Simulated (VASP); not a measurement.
Write the native input for VASP 6.6.1 that does the following.

```yaml
Task: single point
Functional: PBE
Potentials_or_basis: VASP PAW PBE potentials, release 64 (Si, Ni)
Cutoff: 520 eV
k_mesh: 14 × 14 × 14
Occupations: gaussian, width 0.1 eV
Spin: no spin polarisation
Dipole_correction: no
Further_INCAR_settings: ALGO = Normal; EDIFF = 1e-06; NBANDS = 16
```

The structure of Si2Ni lies in POSCAR:

```
Si2Ni
1.0
    0.0000000000      2.7234128973      2.7234128973
    2.7234128973      0.0000000000      2.7234128973
    2.7234128973      2.7234128973      0.0000000000
Si Ni
2 1
Direct
    0.2500000000      0.2500000000      0.2500000000
    0.7500000000      0.7500000000      0.7500000000
    0.0000000000      0.0000000000      0.0000000000
```

The input as run:

INCAR

```
SYSTEM = Si2Ni
PREC     = Accurate       ! precision mode
ENCUT    = 520            ! plane-wave cutoff, eV
EDIFF    = 1E-6           ! SCF threshold, eV
ISMEAR   = 0              ! smearing method
SIGMA    = 0.1            ! smearing width, eV
LREAL    = .False.        ! projectors in reciprocal space
LASPH    = .True.         ! aspherical terms in the spheres
NELM     = 60             ! most SCF steps
ALGO     = Normal         ! electronic algorithm
ISIF     = 2              ! what is computed and relaxed
LWAVE    = .False.        ! write WAVECAR
LCHARG   = .False.        ! write CHGCAR
GGA      = PE             ! functional
NBANDS   = 16             ! bands
```

KPOINTS

```
Automatic mesh
0
Gamma
  14 14 14
  0 0 0
```

Potentials or basis: VASP PAW PBE potentials, release 64 (Si, Ni).

Launch:

```bash
$ cat potpaw_PBE.64/Si/POTCAR potpaw_PBE.64/Ni/POTCAR > POTCAR
$ mpirun -np 1 vasp_std > vasp.out
```

Results of the run:

| Quantity | Value |
| --- | --- |
| Pressure | -0.1 GPa |
| Band gap on the k mesh | zero (band 9 reaches 11.80 eV, above the bottom of band 10 at 9.65 eV) |

It took 36 s on 1 thread of Intel(R) Xeon(R) Platinum 8559C (Emerald Rapids) (shared host), peak memory 0.21 GiB.
